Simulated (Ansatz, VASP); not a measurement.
## Mo in VASP and in Ansatz

File POSCAR:

```
Mo
1.0
    2.5208996731      0.0000000000      0.0000000000
    0.0000000000      2.5208996731      0.0000000000
    0.0000000000      0.0000000000      2.5208996731
Mo
1
Direct
    0.0000000000      0.0000000000      0.0000000000
```

File INCAR.step1:

```
  PREC = Accurate
  ENCUT = 550
  ISMEAR = -1
  SIGMA = 0.1
  LREAL = F
  LASPH = T
  NELM = 120
  NBANDS = 13
  GGA = PE
  ALGO = Normal
  EDIFF = 1E-5
  LWAVE = T
  LCHARG = F
  GGA_COMPAT = F
```

INCAR.step2

```
  PREC = Accurate
  ENCUT = 550
  EDIFF = 1E-6
  ISMEAR = -1
  SIGMA = 0.1
  LREAL = F
  LASPH = T
  NELM = 120
  ALGO = Normal
  ISIF = 2
  LWAVE = F
  LCHARG = T
  METAGGA = R2SCAN
  LMIXTAU = T
  LELF = T
  LVHAR = T
  NBANDS = 13
  ISTART = 1
  GGA_COMPAT = F
```

KPOINTS

```
Automatic mesh
0
Gamma
  14 14 14
```

Input for Ansatz:

```yaml
crystal:
  lattice:
    - [2.5208996731, 0.0, 0.0]
    - [0.0, 2.5208996731, 0.0]
    - [0.0, 0.0, 2.5208996731]
  atoms:
    - { symbol: Mo, position: [0.0, 0.0, 0.0] }
hamiltonian:
  xc: r2scan
  pseudopotentials:
    kind: paw
    azcp:
      Mo: "pseudopotentials/Mo.paw.azcp"
basis:
  ecutwfc: 500
  fft_grid_basis: typed
kpoints:
  mp_grid: { grid: [14, 14, 14], shift: [0, 0, 0] }
magnetization:
  spin_polarized: false
scf:
  occupations: { method: fermi_dirac, width: 0.1 }
  lower_state_search: "off"
output:
  stress: true
  write_density: true
  write_potential: true
  elf: true
  volumetric_format: npy
```

Alike in both runs: task single point; functional r2SCAN; k mesh 14 × 14 × 14; occupations fermi-dirac, width 0.1 eV; no spin polarisation.

```csv
,VASP,Ansatz
version,VASP 6.6.1,Ansatz 0.2.0
potentials or method,"VASP PAW PBE potentials, release 64 (Mo_sv), cutoff 550 eV","plane waves (500 eV) with PAW, scalar-relativistic"
valence electrons in the cell,14,14
```

VASP gave:

| Property | Result |
| --- | --- |
| pressure (GPa) | 19.4 |

Question: Estimate Ansatz's values.

Answer: Pressure (GPa): 18.0.

VASP's potentials were made for PBE, not for r2SCAN.
